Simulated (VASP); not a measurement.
A run of VASP 6.6.1 is set up as follows.

Contents of INCAR:

```
ALGO     = Normal         # electronic algorithm
EDIFF    = 1E-7           # SCF threshold, eV
ENCUT    = 520            # plane-wave cutoff, eV
GGA      = PS             # functional
ISIF     = 2              # what is computed and relaxed
ISMEAR   = -1             # smearing method
LASPH    = True           # aspherical terms in the spheres
LCHARG   = True           # write CHGCAR
LELF     = True           # ELF
LREAL    = Auto         
LVHAR    = True         
LWAVE    = False          # write WAVECAR
NBANDS   = 38             # bands
NELM     = 60             # most SCF steps
PREC     = Accurate       # precision mode
SIGMA    = 0.1            # smearing width, eV
```

KPOINTS

```
k-points
0
Gamma
  2 2 2
```

The input POSCAR:

```
Li16H
1.0
    6.9800000000      0.0000000000      0.0000000000
    0.0000000000      6.9800000000      0.0000000000
    0.0000000000      0.0000000000      6.9800000000
Li H
16 1
Direct
   -0.0644842407      0.0444985673      0.0327936963
    0.5274498567      0.0102005731     -0.0008882521
   -0.0477650430      0.4829226361      0.0013753582
    0.0022636103     -0.0510888252      0.5257449857
    0.2565329513      0.3013753582      0.2295415473
    0.4776217765      0.4722206304      0.0096848138
    0.5124068768      0.0149426934      0.4860888252
    0.7085386819      0.2603868195      0.2611461318
    0.0046131805      0.4886103152      0.5216189112
    0.2391404011      0.7713896848      0.2085243553
    0.2578939828      0.2345702006      0.7292406877
    0.5257020057      0.5309025788      0.4890401146
    0.7163323782      0.7582378223      0.2398853868
    0.8257736390      0.2238108883      0.7625644699
    0.2603151862      0.7522922636      0.7885816619
    0.7256876791      0.7470487106      0.7693409742
    0.8118338109      0.2419197708      0.0318338109
```

Potentials or basis: VASP PAW PBE potentials, release 64 (Li_sv, H).

Command:

```sh
$ cat potpaw_PBE.64/Li_sv/POTCAR potpaw_PBE.64/H/POTCAR > POTCAR
$ mpirun -np 1 vasp_std > vasp.out
```

Predict the largest force.

1.207 eV/Å.

Predict the band gap on the k mesh.

zero (an odd number of electrons rules out a gap without spin polarisation).

Forces in eV/Å, atoms in the order of the input:
```
Li   0.847 -0.817  0.270
Li  -0.166  0.255 -0.074
Li   0.068  0.089  0.148
Li  -0.067  0.095 -0.248
Li  -0.293 -0.438  0.299
Li   0.414  0.163 -0.386
Li  -0.105 -0.097  0.151
Li   0.325  0.050  0.192
Li  -0.043  0.212 -0.215
Li   0.034 -0.035  0.202
Li   0.074  0.018  0.175
Li  -0.284 -0.097  0.235
Li   0.206 -0.159 -0.030
Li  -0.669  0.185 -0.291
Li  -0.124 -0.019 -0.094
Li   0.078  0.015  0.007
H   -0.295  0.581 -0.340
```

Caveat: the k points lie up to 0.45 Å⁻¹ apart, too coarse for converged energies and pressures of a metal; the PAW data sets were made with another functional, which shifts forces and pressure a little.
